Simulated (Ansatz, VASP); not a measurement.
# In5O in VASP and in Ansatz

Contents of INCAR:

```
ALGO = Fast
EDIFF = 1E-6
EDIFFG = -0.01
ENCUT = 600
GGA = PE
IBRION = 2
ISIF = 3
ISMEAR = 0
LASPH = True
LCHARG = False
LREAL = False
LWAVE = False
NELM = 100
NSW = 100
PREC = Accurate
SIGMA = 0.1
```

The input KPOINTS:

```
k-points
0
Gamma
  12 12 6
```

File POSCAR:

```
In5O
1.0
    5.2148772349      0.0000000000      0.0000000000
   -2.6074386175      4.5162161631      0.0000000000
    0.0000000000      0.0000000000      6.1939517230
In O
5 1
Direct
    0.6666666667      0.3333333333      0.7367811528
    0.0000000000      0.0000000000      0.0000000000
    0.6666666667      0.3333333333      0.2632188472
    0.3333333333      0.6666666667      0.2632188472
    0.3333333333      0.6666666667      0.7367811528
    0.0000000000      0.0000000000      0.5000000000
```

Input for Ansatz:

```yaml
crystal:
  lattice:
    - [5.2148772349, 0.0, 0.0]
    - [-2.6074386175, 4.5162161631, 0.0]
    - [0.0, 0.0, 6.193951723]
  atoms:
    - { symbol: In, position: [0.6666666667, 0.3333333333, 0.7367811528] }
    - { symbol: In, position: [0.0, 0.0, 0.0] }
    - { symbol: In, position: [0.6666666667, 0.3333333333, 0.2632188472] }
    - { symbol: In, position: [0.3333333333, 0.6666666667, 0.2632188472] }
    - { symbol: In, position: [0.3333333333, 0.6666666667, 0.7367811528] }
    - { symbol: O, position: [0.0, 0.0, 0.5] }
basis:
  ecutwfc: 420
kpoints:
  mp_grid: { grid: [12, 12, 6] }
hamiltonian:
  xc: pbe
scf:
  occupations: { method: gaussian, width: 0.1 }
output:
  forces: true
  stress: true
  eigenvalues: true
  write_density: true
  write_potential: true
  elf: true
  volumetric_format: npy
relax:
  adjacent_minimum: "off"
  f_tol: 0.01
  max_steps: 80
  cell: { stress_tol: 0.05 }
```

Change from the starting cell: species swapped into the BaSn5 type (P6/mmm, No. 191).

Alike in both runs: task relaxation of cell and atoms; functional PBE; k mesh 12 × 12 × 6; occupations gaussian, width 0.1 eV; no spin polarisation.

```csv
,VASP,Ansatz
version,VASP 6.6.1,Ansatz 0.2.0
potentials or method,"VASP PAW PBE potentials, release 64 (In_d, O), cutoff 600 eV","scalar-relativistic, plane waves, PAW"
valence electrons in the cell,71,71
```

```csv
,VASP,Ansatz,Ansatz less VASP
"gap on the k mesh at the Fermi level, each at its own relaxed structure (eV)",none,none,-
relaxed volume (Å³/atom),24.21,24.21,0.000
relaxed length of the cell vector where the two differ most in proportion (Å),5.961,5.965,+0.0039
```

A gap of «none» marks a metal or a gap that the smearing closes.
